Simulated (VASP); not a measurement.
# CaSe in VASP: a series of runs

Aim: see how the results for CaSe move with the level of theory and the settings. Levels: PBE, r2SCAN. Tasks: single point.

All numbers are computed with VASP 6.6.1; they aren't measurements. Logs are shortened: lines on timing, memory, paths and dates and some standing lists are left out, and cuts for length are marked.

### Step 1. The cell of the first run

Symmetry: Fm-3m, No. 225, cubic system. The conventional cell has a = 5.962 Å, b = 5.962 Å, c = 5.962 Å, α = 90.00°, β = 90.00°, γ = 90.00°. Within 3.9 Å of Ca (site symmetry m-3m) lie 6 Se at 2.98 Å. Within 3.9 Å of Se (site symmetry m-3m) lie 6 Ca at 2.98 Å.

### Step 2. Single point, PBE (strain +0.5%)

INCAR

```
SYSTEM = CaSe
PREC = Accurate ; ENCUT = 520
EDIFF = 1E-7 ; ISMEAR = -1
SIGMA = 0.02 ; LREAL = .FALSE.
LASPH = .TRUE. ; NELM = 80
ALGO = Normal ; ISIF = 2
LWAVE = .FALSE. ; LCHARG = .FALSE.
GGA = PE ; NBANDS = 15
```

KPOINTS

```
Automatic mesh
0
G
  8 8 8
  0 0 0
```

POSCAR

```
CaSe
1.0
    0.0000000000      2.9811812425      2.9811812425
    2.9811812425      0.0000000000      2.9811812425
    2.9811812425      2.9811812425      0.0000000000
Ca Se
1 1
Direct
    0.0000000000      0.0000000000      0.0000000000
    0.5000000000      0.5000000000      0.5000000000
```

Potentials or basis: VASP PAW PBE potentials, release 64 (Ca_sv, Se).

Command:

```bash
cat potpaw_PBE.64/Ca_sv/POTCAR potpaw_PBE.64/Se/POTCAR > POTCAR
mpirun -np 1 vasp_std > vasp.out
```

OUTCAR:

```text
SYSTEM = CaSe
   PREC = Accurate
   ENCUT = 520
   EDIFF = 1E-7
   ISMEAR = -1
   LREAL = .FALSE.
   LASPH = .TRUE.
   NELM = 80
   ISIF = 2
   GGA = PE

 ion  position               nearest neighbor table
   1  0.000  0.000  0.000-   2 2.98   2 2.98   2 2.98   2 2.98   2 2.98   2 2.98
   2  0.500  0.500  0.500-   1 2.98   1 2.98   1 2.98   1 2.98   1 2.98   1 2.98

  LATTYP: Found a face centered cubic cell.
 ALAT       =     5.9623624850

  Lattice vectors:

 A1 = (   0.0000000000,   2.9811812425,   2.9811812425)
 A2 = (   2.9811812425,   0.0000000000,   2.9811812425)
 A3 = (   2.9811812425,   2.9811812425,   0.0000000000)

Analysis of symmetry for initial positions (statically):
=====================================================================
 Subroutine PRICEL returns:
 Original cell was already a primitive cell.

 Routine SETGRP: Setting up the symmetry group for a
 face centered cubic supercell.

 Subroutine GETGRP returns: Found 48 space group operations
 (whereof 48 operations were pure point group operations)
 out of a pool of 48 trial point group operations.

The static configuration has the point symmetry O_h .

Analysis of symmetry for dynamics (positions and initial velocities):
=====================================================================
 Subroutine PRICEL returns:
 Original cell was already a primitive cell.

 Routine SETGRP: Setting up the symmetry group for a
 face centered cubic supercell.

 Subroutine GETGRP returns: Found 48 space group operations
 (whereof 48 operations were pure point group operations)
 out of a pool of 48 trial point group operations.

The dynamic configuration has the point symmetry O_h .

 Subroutine INISYM returns: Found 48 space group operations
 (whereof 48 operations are pure point group operations),
 and found     1 'primitive' translations

----------------------------------------------------------------------------------------

                                     Primitive cell

  volume of cell :      52.9901

  direct lattice vectors                    reciprocal lattice vectors
     0.000000000  2.981181242  2.981181242    -0.167718753  0.167718753  0.167718753
     2.981181242  0.000000000  2.981181242     0.167718753 -0.167718753  0.167718753
     2.981181242  2.981181242  0.000000000     0.167718753  0.167718753 -0.167718753

  length of vectors
     4.216026945  4.216026945  4.216026945     0.290497401  0.290497401  0.290497401

[... 89 lines left out ...]
   TEBEG  =    0.0;   TEEND  =   0.0 temperature during run
   PSTRESS=    0.0 pullay stress
   NELECT =      16.0000    total number of electrons
   NUPDOWN=      -1.0000    fix difference up-down
   EMIN   =  10.00;   EMAX   =-10.00  energy-range for DOS
   EFERMI =   0.00;   METHOD = LEGACY
   ISMEAR =    -1;   SIGMA  =   0.02  broadening in eV -4-tet -1-fermi 0-gaus
   EFERMI_NEDOS =   21; number of points for ismear=-14 and -15
   IALGO  =     38    algorithm
   IMIX   =      4    mixing-type and parameters
     AMIX     =   0.40;   BMIX     =  1.00
     AMIX_MAG =   1.60;   BMIX_MAG =  1.00
  volume/ion in A,a.u.               =      26.50       178.80
  Fermi-wavevector in a.u.,A,eV,Ry     =   1.098289  2.075464 16.411860  1.206238
  Thomas-Fermi vector in A             =   2.234663
   LORBIT       =      0    0 simple, 1 ext, 2 COOP (PROOUT), +10 PAW based schemes
   GGA     = PE    functional components
   LHFCALC =     F    Hartree Fock is set to
   AEXX    =    0.0000 exact exchange contribution
   IVDW    =     0    specifies the selected vdW correction
   LEPSILON=     F    determine dielectric tensor
   LRPA    =     F    only Hartree local field effects (RPA)
 non-spin polarized calculation
  energy-cutoff  :      520.00
  volume of cell :       52.99
 maximum number of plane-waves:      1458
   NGX = 15   NGY = 15   NGZ = 15

 number of electron      15.9999996 magnetization

 Free energy of the ion-electron system (eV)
  ---------------------------------------------------
  ext. energy  EPLUGINS =         0.00000000
  ---------------------------------------------------
  free energy    TOTEN  =        -9.48594581 eV

  energy without entropy =       -9.48594581  energy(sigma->0) =       -9.48594581

 E-fermi :   2.7172     XC(G=0):  -9.0552

 val. band max:        2.2841137562   @ k =   0.0000   0.0000   0.0000
 cond. band min:       4.3629982985   @ k =   0.5000   0.5000   0.0000
 fundamental gap:      2.0788845423
 Fermi energy:         2.7171916761

 k-point     1 :       0.0000    0.0000    0.0000
  band No.  band energies     occupation
      1     -37.5383      2.00000
      2     -18.5279      2.00000
      3     -18.5279      2.00000
      4     -18.5279      2.00000
      5      -9.4334      2.00000
      6       2.2841      2.00000
      7       2.2841      2.00000
      8       2.2841      2.00000
      9       5.4994      0.00000
     10       5.9969      0.00000
     11       5.9969      0.00000
     12       5.9969      0.00000
     13       6.5426      0.00000
     14       6.5426      0.00000
[... 401 lines left out ...]
      2     -18.6109      2.00000
      3     -18.5575      2.00000
      4     -18.5432      2.00000
      5      -8.7899      2.00000
      6      -0.4688      2.00000
      7       0.7081      2.00000
      8       1.0919      2.00000
      9       6.7307      0.00000
     10       7.0104      0.00000
     11       7.9398      0.00000
     12       8.1960      0.00000
     13       8.5362      0.00000
     14       9.4201      0.00000
     15      10.7287      0.00000

 [... further k-points ...]

------------------------ aborting loop because EDIFF is reached ----------------------------------------

  FORCE on cell =-STRESS in cart. coord.  units (eV):
  Direction    XX          YY          ZZ          XY          YZ          ZX
  --------------------------------------------------------------------------------------
  -------------------------------------------------------------------------------------
  Total        0.0194818      0.0194818      0.0194818      0.0000000      0.0000000      0.0000000
  in kB        0.5890392      0.5890392      0.5890392      0.0000000      0.0000000      0.0000000
  external PRESSURE =       0.5890392 kB  Pullay stress =       0.0000000 kB

 VOLUME and BASIS-vectors are now :
 -----------------------------------------------------------------------------
  energy-cutoff  :      520.00
  volume of cell :       52.99
      direct lattice vectors                 reciprocal lattice vectors
     0.000000000  2.981181242  2.981181242    -0.167718753  0.167718753  0.167718753
     2.981181242  0.000000000  2.981181242     0.167718753 -0.167718753  0.167718753
     2.981181242  2.981181242  0.000000000     0.167718753  0.167718753 -0.167718753

 POSITION                                       TOTAL-FORCE (eV/Angst)
 -----------------------------------------------------------------------------------
      0.00000      0.00000      0.00000        -0.000000      0.000000      0.000000
      2.98118      2.98118      2.98118         0.000000     -0.000000     -0.000000
 -----------------------------------------------------------------------------------
    total drift:                                0.000000     -0.000000     -0.000000

  FREE ENERGIE OF THE ION-ELECTRON SYSTEM (eV)
  ---------------------------------------------------
  free  energy   TOTEN  =        -9.4859458051 eV

  energy  without entropy=       -9.4859458051  energy(sigma->0) =       -9.48594581
```

OSZICAR:

```text
N       E                     dE             d eps       ncg     rms          rms(c)
DAV:   1     0.109033038632E+03    0.10903E+03   -0.75772E+03   870   0.994E+02
DAV:   2    -0.515851256731E+01   -0.11419E+03   -0.10892E+03  1080   0.241E+02
DAV:   3    -0.940651641435E+01   -0.42480E+01   -0.42095E+01  1189   0.458E+01
DAV:   4    -0.962922408064E+01   -0.22271E+00   -0.22263E+00  1190   0.858E+00
DAV:   5    -0.963070531208E+01   -0.14812E-02   -0.14812E-02  1202   0.766E-01    0.426E+00
DAV:   6    -0.948825917118E+01    0.14245E+00   -0.19315E-01  1045   0.230E+00    0.252E+00
DAV:   7    -0.948157912818E+01    0.66800E-02   -0.99428E-02  1099   0.198E+00    0.823E-01
DAV:   8    -0.948571272534E+01   -0.41336E-02   -0.12384E-02   919   0.840E-01    0.120E-01
DAV:   9    -0.948580347726E+01   -0.90752E-04   -0.67902E-04  1145   0.257E-01    0.490E-02
DAV:  10    -0.948592731464E+01   -0.12384E-03   -0.16827E-04   947   0.803E-02    0.154E-02
DAV:  11    -0.948594742056E+01   -0.20106E-04   -0.46702E-05  1038   0.589E-02    0.109E-02
DAV:  12    -0.948594617155E+01    0.12490E-05   -0.26155E-06  1054   0.119E-02    0.475E-03
DAV:  13    -0.948594575963E+01    0.41191E-06   -0.90774E-07  1059   0.608E-03    0.133E-03
DAV:  14    -0.948594580514E+01   -0.45509E-07   -0.20364E-08   526   0.899E-04
   1 F= -.94859458E+01 E0= -.94859458E+01  d E =-.209393E-11
```

stdout:

```text
POSCAR found type information on POSCAR CaSe
 POSCAR found :  2 types and       2 ions
 scaLAPACK will be used
 LDA part: xc-table for (Slater+PW92), standard interpolation
 POSCAR, INCAR and KPOINTS ok, starting setup
 FFT: planning ... GRIDC
 FFT: planning ... GRID_SOFT
 FFT: planning ... GRID
 WAVECAR not read
 entering main loop
```

It took 17 s on 1 thread of AMD EPYC 7R13 (Zen 3), shared host; peak memory 0.15 GiB.

Results:

```
Free energy            : -9.4859 eV
Pressure               : 0.1 GPa
Band gap on the k mesh : 2.08 eV (least direct gap 2.99 eV)
```

Caveat: the cell differs from its parent crystal (strain +0.5%). A k mesh can miss the band edges.

### Step 3. Single point, r2SCAN (strain +0.5%)

POSCAR is that of step 2.

INCAR.step1

```
PREC = Accurate ; ENCUT = 520
ISMEAR = 0 ; SIGMA = 0.01
LREAL = False ; LASPH = True
NELM = 100 ; NBANDS = 15
GGA = PE ; ALGO = Normal
EDIFF = 1E-4 ; LWAVE = True
LCHARG = False
```

INCAR.step2

```
PREC = Accurate ; ENCUT = 520
EDIFF = 1E-6 ; ISMEAR = 0
SIGMA = 0.01 ; LREAL = False
LASPH = True ; NELM = 100
ALGO = Normal ; ISIF = 2
LWAVE = False ; LCHARG = True
METAGGA = R2SCAN ; LMIXTAU = True
LELF = True ; LVHAR = True
NBANDS = 15 ; ISTART = 1
```

KPOINTS

```
regular mesh
0
Gamma
  8 8 8
```

Potentials or basis: VASP PAW PBE potentials, release 64 (Ca_sv, Se).

Command:

```bash
cat potpaw_PBE.64/Ca_sv/POTCAR potpaw_PBE.64/Se/POTCAR > POTCAR
cp INCAR.step1 INCAR
mpirun -np 1 vasp_std > vasp.out
cp INCAR.step2 INCAR
mpirun -np 1 vasp_std > vasp.out
```

It took 78 s on 1 thread of AMD EPYC 7R13 (Zen 3), shared host; peak memory 0.17 GiB.

The run converged. Its results:

- Free energy: -25.9787 eV
- Pressure: -0.5 GPa
- Band gap on the k mesh: 2.55 eV (least direct gap 3.47 eV)

Levels at points of the mesh, in eV from the valence-band top:
```tsv
k point	band 4	band 5	band 6	band 7	band 8	band 9	band 10	band 11	band 12	band 13
(0.00, 0.00, 0.00)	-21.48	-12.11	0.00	0.00	0.00	4.00	4.23	4.23	4.23	4.81
(0.50, 0.00, 0.00)	-21.49	-11.43	-3.19	-1.14	-1.14	5.08	6.03	6.06	6.06	8.02
(0.50, 0.50, 0.00)	-21.51	-11.54	-2.48	-0.93	-0.93	2.55	5.57	5.70	6.57	6.57
```

Caveat: the cell differs from its parent crystal (strain +0.5%); the PAW data sets were made with another functional, which shifts forces and pressure a little. A k mesh can miss the band edges.

### Step 4. Single point, PBE (biaxial xy strain -1.1%)

INCAR

```
SYSTEM = CaSe
PREC = Accurate
ENCUT = 520
EDIFF = 1E-7
ISMEAR = -1
SIGMA = 0.02
LREAL = .False.
LASPH = .True.
NELM = 80
ALGO = Normal
ISIF = 2
LWAVE = .False.
LCHARG = .False.
GGA = PE
NBANDS = 15
```

KPOINTS

```
Automatic mesh
0
Gamma
  8 8 8
  0 0 0
```

POSCAR

```
CaSe
1.0
    0.0000000000      2.9337007528      2.9675306017
    2.9337007528      0.0000000000      2.9675306017
    2.9337007528      2.9337007528      0.0000000000
Ca Se
1 1
Direct
    0.0000000000      0.0000000000      0.0000000000
    0.5000000000      0.5000000000      0.5000000000
```

Command:

```bash
cat potpaw_PBE.64/Ca_sv/POTCAR potpaw_PBE.64/Se/POTCAR > POTCAR
mpirun -np 1 vasp_std > vasp.out
```

It took 30 s on 1 thread of AMD EPYC 7R13 (Zen 3), shared host; peak memory 0.17 GiB.

It converged, with:

```
Free energy            : -9.4725 eV
Pressure               : 2.0 GPa
Band gap on the k mesh : 1.99 eV (least direct gap 2.91 eV)
```

Stress tensor (GPa, compression positive):
```
2.36 0.00 0.00
0.00 2.36 0.00
0.00 0.00 1.21
```

Levels at points of the mesh, in eV from the valence-band top:
```csv
k point,band 5,band 6,band 7,band 8,band 9,band 10,band 11,band 12
"(0.00, 0.00, 0.00)",-11.85,-0.01,0.00,0.00,3.40,3.65,3.72,3.72
"(0.50, 0.00, 0.00)",-11.12,-3.34,-1.23,-1.23,4.54,5.51,5.53,5.55
"(0.50, 0.50, 0.00)",-11.26,-2.58,-0.92,-0.92,1.99,5.05,5.12,6.07
"(0.50, 0.00, 0.50)",-11.25,-2.54,-0.97,-0.95,1.99,5.04,5.13,6.06
```

Caveat: the cell differs from its parent crystal (biaxial xy strain -1.1%). A k mesh can miss the band edges.

(Part 1 of 2 ends here.)
